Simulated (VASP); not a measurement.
Write the native input for VASP 6.6.1 that does the following.

```yaml
Task: single point
Functional: PBE
Potentials_or_basis: VASP PAW PBE potentials, release 64 (Sn_d, O_h)
Cutoff: 910 eV
k_mesh: 7 × 7 × 6
Occupations: fermi-dirac, width 0.05 eV
Spin: no spin polarisation
Dipole_correction: no
Second_run: hard_potentials
Further_INCAR_settings: ALGO = Normal; EDIFF = 1e-06; NBANDS = 28
```

The structure of SnO lies in POSCAR:

```
SnO
1.0
    3.7979937526      0.0000000000      0.0000000000
    0.0000000000      3.7979937526      0.0000000000
    0.0000000000      0.0000000000      4.5634583522
Sn O
2 2
Direct
    0.5000000000      0.0000000000      0.7456728433
    0.0000000000      0.5000000000      0.2543271567
    0.0000000000      0.0000000000      0.0000000000
    0.5000000000      0.5000000000      0.0000000000
```

One way to write it, as run:

INCAR

```
PREC = Accurate
ENCUT = 910
EDIFF = 1E-6
ISMEAR = -1
SIGMA = 0.05
LREAL = False
LASPH = True
NELM = 120
ALGO = Normal
ISIF = 2
LWAVE = False
LCHARG = False
GGA = PE
NBANDS = 28
GGA_COMPAT = False
```

KPOINTS

```
Automatic mesh
0
Gamma
  7 7 6
```

Potentials or basis: VASP PAW PBE potentials, release 64 (Sn_d, O_h).

Command:

```bash
$ cat potpaw_PBE.64/Sn_d/POTCAR potpaw_PBE.64/O_h/POTCAR > POTCAR
$ mpirun -np 1 vasp_std > vasp.out
```

It gave:

```yaml
Pressure: 5.1 GPa
Largest_force: 0.077 eV/Å
Band_gap_on_the_k_mesh: zero (band 20 reaches 8.14 eV, above the bottom of band 21 at 8.02 eV)
```

Caveat: the cutoff is under 1.25 times the usual one of these potentials, so pressure, stress and relaxed cells hold a basis-set (Pulay) error; spin-orbit coupling is left out, which moves the levels of the heavy elements.

Run time: 80 s on 1 thread of Intel(R) Xeon(R) 6975P-C (Granite Rapids), with other jobs on the host, peak memory 0.33 GiB.
